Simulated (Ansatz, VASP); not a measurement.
# One calculation of SiPdRu5, two programs

```
CELL_PARAMETERS angstrom
7.63489 0.00000 0.00000
-3.81745 6.61201 0.00000
0.00000 0.00000 4.39043
ATOMIC_POSITIONS crystal
Si 0.00000 0.00000 0.50000
Ru 0.33333 0.66667 0.50000
Ru 0.66667 0.33333 0.50000
Ru 0.50000 0.00000 0.50000
Ru 0.00000 0.50000 0.50000
Ru 0.50000 0.50000 0.50000
Pd 0.00000 0.00000 0.00000
```

Alike in both runs: functional PBE; k mesh 4 × 4 × 4; occupations gaussian, width 0.2 eV; no spin polarisation.

Ansatz relaxed the structure, and its values are those at the end. VASP's run is a single point on that final structure, the one shown.

|  | VASP | Ansatz |
| --- | --- | --- |
| version | VASP 6.6.1 | Ansatz 0.2.0 |
| potentials or method | VASP PAW PBE potentials, release 64 (Si, Ru_pv, Pd), cutoff 500 eV | scalar-relativistic, plane waves, PAW |
| valence electrons in the cell | 84 | 102 |

|  | VASP | Ansatz | Ansatz less VASP |
| --- | --- | --- | --- |
| gap on the k mesh at the Fermi level (eV) | none | none | - |
| pressure (GPa) | 0.7 | 0.3 | -0.40 |

A gap of «none» marks a metal or a gap that the smearing closes. VASP's potentials hold 84 valence electrons a cell and Ansatz's 102, so a difference there can come from the potentials and not from the codes.
